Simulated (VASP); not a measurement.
# YSb (zincblende type) (F-43m) in VASP: notebook, part 2 of 2

VASP 6.6.1.

### Step 3. Relaxation of cell and atoms, LDA

This run uses another cell than the first one, of 30.00 Å³/atom, 0.766 times its volume.

The input, INCAR:

```
SYSTEM = YSb
PREC = Accurate
ENCUT = 600
EDIFF = 1E-7
ISMEAR = -1
SIGMA = 0.1
LREAL = .FALSE.
LASPH = .TRUE.
NELM = 60
ALGO = Normal
ISIF = 3
LWAVE = .FALSE.
LCHARG = .FALSE.
IBRION = 2
NSW = 60
EDIFFG = -0.005
```

The input, KPOINTS:

```
Automatic mesh
0
G
  12 12 12
  0 0 0
```

The input, POSCAR:

```
YSb
1.0
    0.0000000000      3.1072325060      3.1072325060
    3.1072325060      0.0000000000      3.1072325060
    3.1072325060      3.1072325060      0.0000000000
Y Sb
1 1
Direct
    0.0000000000      0.0000000000      0.0000000000
    0.2500000000      0.2500000000      0.2500000000
```

Potentials or basis: VASP PAW LDA potentials, release 64 (Y_sv, Sb).

Run with:

```
$ cat potpaw_LDA.64/Y_sv/POTCAR potpaw_LDA.64/Sb/POTCAR > POTCAR
$ mpirun -np 1 vasp_std > vasp.out
```

OUTCAR:

```text
SYSTEM = YSb
   PREC = Accurate
   ENCUT = 600
   EDIFF = 1E-7
   ISMEAR = -1
   LREAL = .FALSE.
   LASPH = .TRUE.
   NELM = 60
   ISIF = 3
   IBRION = 2
   NSW = 60
   EDIFFG = -0.005

 ion  position               nearest neighbor table
   1  0.000  0.000  0.000-   2 2.69   2 2.69   2 2.69   2 2.69
   2  0.250  0.250  0.250-   1 2.69   1 2.69   1 2.69   1 2.69

  LATTYP: Found a face centered cubic cell.
 ALAT       =     6.2144650120

  Lattice vectors:

 A1 = (   0.0000000000,   3.1072325060,   3.1072325060)
 A2 = (   3.1072325060,   0.0000000000,   3.1072325060)
 A3 = (   3.1072325060,   3.1072325060,   0.0000000000)

Analysis of symmetry for initial positions (statically):
=====================================================================
 Subroutine PRICEL returns:
 Original cell was already a primitive cell.

 Routine SETGRP: Setting up the symmetry group for a
 face centered cubic supercell.

 Subroutine GETGRP returns: Found 24 space group operations
 (whereof 24 operations were pure point group operations)
 out of a pool of 48 trial point group operations.

The static configuration has the point symmetry T_d .

Analysis of symmetry for dynamics (positions and initial velocities):
=====================================================================
 Subroutine PRICEL returns:
 Original cell was already a primitive cell.

 Routine SETGRP: Setting up the symmetry group for a
 face centered cubic supercell.

 Subroutine GETGRP returns: Found 24 space group operations
 (whereof 24 operations were pure point group operations)
 out of a pool of 48 trial point group operations.

The dynamic configuration has the point symmetry T_d .

 Subroutine INISYM returns: Found 24 space group operations
 (whereof 24 operations are pure point group operations),
 and found     1 'primitive' translations

----------------------------------------------------------------------------------------

                                     Primitive cell

  volume of cell :      60.0000

  direct lattice vectors                    reciprocal lattice vectors
     0.000000000  3.107232506  3.107232506    -0.160914897  0.160914897  0.160914897
     3.107232506  0.000000000  3.107232506     0.160914897 -0.160914897  0.160914897
[... 114 lines left out ...]
   LEPSILON=     F    determine dielectric tensor
   LRPA    =     F    only Hartree local field effects (RPA)
 conjugate gradient relaxation of ions
 non-spin polarized calculation
  energy-cutoff  :      600.00
  volume of cell :       60.00
 maximum number of plane-waves:      2044
   NGX = 17   NGY = 17   NGZ = 17

--------------------------------------- Ionic step        1  -------------------------------------------

 number of electron      15.9999999 magnetization

 Free energy of the ion-electron system (eV)
  ---------------------------------------------------
  ext. energy  EPLUGINS =         0.00000000
  ---------------------------------------------------
  free energy    TOTEN  =       -11.98797701 eV

  energy without entropy =      -11.98605917  energy(sigma->0) =      -11.98701809

 E-fermi :   4.3567     XC(G=0):  -9.5701

 val. band max:        3.9272123371   @ k =   0.5000   0.5000   0.0000
 cond. band min:       4.7341045355   @ k =   0.5000   0.5000   0.0000
 fundamental gap:      0.8068921984
 Fermi energy:         4.3567455137

 k-point     1 :       0.0000    0.0000    0.0000
  band No.  band energies     occupation
      1     -37.4979      2.00000
      2     -17.7167      2.00000
      3     -17.7167      2.00000
      4     -17.7167      2.00000
      5      -5.1594      2.00000
      6       2.7346      2.00000
      7       2.7346      2.00000
      8       2.7346      2.00000
      9       6.7239      0.00000
     10       6.7239      0.00000
     11       7.5148      0.00000
     12      11.0648      0.00000
[... 446 lines left out ...]
  FREE ENERGIE OF THE ION-ELECTRON SYSTEM (eV)
  ---------------------------------------------------
  free  energy   TOTEN  =       -12.8770353766 eV

  energy  without entropy=      -12.8765188713  energy(sigma->0) =      -12.87677712

[... ionic steps 4 to 16 ...]

--------------------------------------- Ionic step       17  -------------------------------------------

 number of electron      16.0000001 magnetization

------------------------ aborting loop because EDIFF is reached ----------------------------------------
[... 67 lines left out ...]
--------------------------------------- Ionic step       19  -------------------------------------------

 number of electron      16.0000001 magnetization

 Free energy of the ion-electron system (eV)
  ---------------------------------------------------
  ext. energy  EPLUGINS =         0.00000000
  ---------------------------------------------------
  free energy    TOTEN  =       -12.87713622 eV

  energy without entropy =      -12.87661622  energy(sigma->0) =      -12.87687622

 E-fermi :   2.5863     XC(G=0):  -8.4882

 val. band max:        1.8862798560   @ k =   0.5000   0.5000   0.0000
 cond. band min:       3.1822737056   @ k =   0.5000   0.5000   0.0000
 fundamental gap:      1.2959938496
 Fermi energy:         2.5863371979

 k-point     1 :       0.0000    0.0000    0.0000
  band No.  band energies     occupation
      1     -40.1123      2.00000
      2     -20.2169      2.00000
      3     -20.2169      2.00000
      4     -20.2169      2.00000
      5      -6.2476      2.00000
      6       1.2591      2.00000
      7       1.2591      2.00000
      8       1.2591      2.00000
      9       4.5961      0.00000
     10       4.5961      0.00000
     11       4.7238      0.00000
     12       8.2329      0.00000
[... 374 lines left out ...]
  FREE ENERGIE OF THE ION-ELECTRON SYSTEM (eV)
  ---------------------------------------------------
  free  energy   TOTEN  =       -12.8771362161 eV

  energy  without entropy=      -12.8766162209  energy(sigma->0) =      -12.87687622

 reached required accuracy - stopping structural energy minimisation
```

CONTCAR:

```text
YSb
   1.00000000000000
     0.0000000000000000    3.3995519280874289    3.3995519280874289
     3.3995519280874289    0.0000000000000000    3.3995519280874289
     3.3995519280874289    3.3995519280874289   -0.0000000000000000
  Y               Sb
     1     1
Direct
     0.0000000000000000    0.0000000000000000    0.0000000000000000
     0.2500000000000000    0.2500000000000000    0.2500000000000000

  0.00000000E+00  0.00000000E+00  0.00000000E+00
  0.00000000E+00  0.00000000E+00  0.00000000E+00
```

It took 18 min on 1 thread of AMD EPYC 7R13, shared host; peak memory 0.22 GiB.

What came out:

```yaml
Free_energy: -12.8771 eV
Relaxed_volume: 39.29 Å³/atom
Relaxed_cell: a = 4.808 Å, b = 4.808 Å, c = 4.808 Å, α = 60.00°, β = 60.00°, γ = 60.00°
Space_group_after_relaxing_to_0.05_Å: F-43m (No. 216)
Energy_gained_by_relaxing: 444.6 meV/atom
Ionic_steps: 19
Pressure_after_relaxing: 0.0 GPa
Band_gap_on_the_k_mesh: 1.30 eV, direct
```

The path:
| step | energy change (eV) | largest force (eV/Å) | pressure (GPa) | volume (Å³) |
| --- | --- | --- | --- | --- |
| 1 | 0.0000 | 0.0000 | 18.99 | 60.00 |
| 2 | -0.5023 | 0.0000 | -5.84 | 96.49 |
| 3 | -0.8891 | 0.0000 | -0.13 | 78.81 |
| 4 | -0.8891 | 0.0000 | 0.09 | 78.40 |
| 5 | -0.8891 | 0.0000 | 0.09 | 78.40 |
| 6 | -0.8891 | 0.0000 | 0.09 | 78.40 |
| 7 | -0.8891 | 0.0000 | 0.09 | 78.40 |
| 8 | -0.8891 | 0.0000 | 0.09 | 78.40 |
| 9 | -0.8891 | 0.0000 | 0.09 | 78.40 |
| 10 | -0.8891 | 0.0000 | 0.09 | 78.40 |
| 11 | -0.8891 | 0.0000 | 0.09 | 78.40 |
| 12 | -0.8891 | 0.0000 | 0.09 | 78.40 |
| 13 | -0.8891 | 0.0000 | 0.09 | 78.40 |
| 14 | -0.8891 | 0.0000 | 0.09 | 78.41 |
| 15 | -0.8891 | 0.0000 | 0.08 | 78.41 |
| 16 | -0.8891 | 0.0000 | 0.08 | 78.42 |
| 17 | -0.8891 | 0.0000 | 0.06 | 78.45 |
| 18 | -0.8892 | 0.0000 | 0.04 | 78.49 |
| 19 | -0.8892 | 0.0000 | -0.01 | 78.58 |

Final structure:
```
Y Sb
1.0
     0.00000    3.39955    3.39955
     3.39955    0.00000    3.39955
     3.39955    3.39955    0.00000
Y Sb
1 1
Cartesian
  0.0000 0.0000 0.0000
  1.6998 1.6998 1.6998
```

Levels at points of the mesh, in eV from the valence-band top:
| k point | band 5 | band 6 | band 7 | band 8 | band 9 | band 10 | band 11 | band 12 |
| --- | --- | --- | --- | --- | --- | --- | --- | --- |
| (0.00, 0.00, 0.00) | -8.13 | -0.63 | -0.63 | -0.63 | 2.71 | 2.71 | 2.84 | 6.35 |
| (0.50, 0.00, 0.00) | -7.52 | -1.83 | -0.38 | -0.38 | 2.78 | 2.98 | 2.98 | 4.45 |
| (0.50, 0.50, 0.00) | -7.30 | -2.03 | 0.00 | 0.00 | 1.30 | 2.64 | 3.34 | 3.54 |

Caveat: the volume moved by over 15 % at a fixed basis, so the end points are rough; spin-orbit coupling is left out, which moves the levels of the heavy elements.
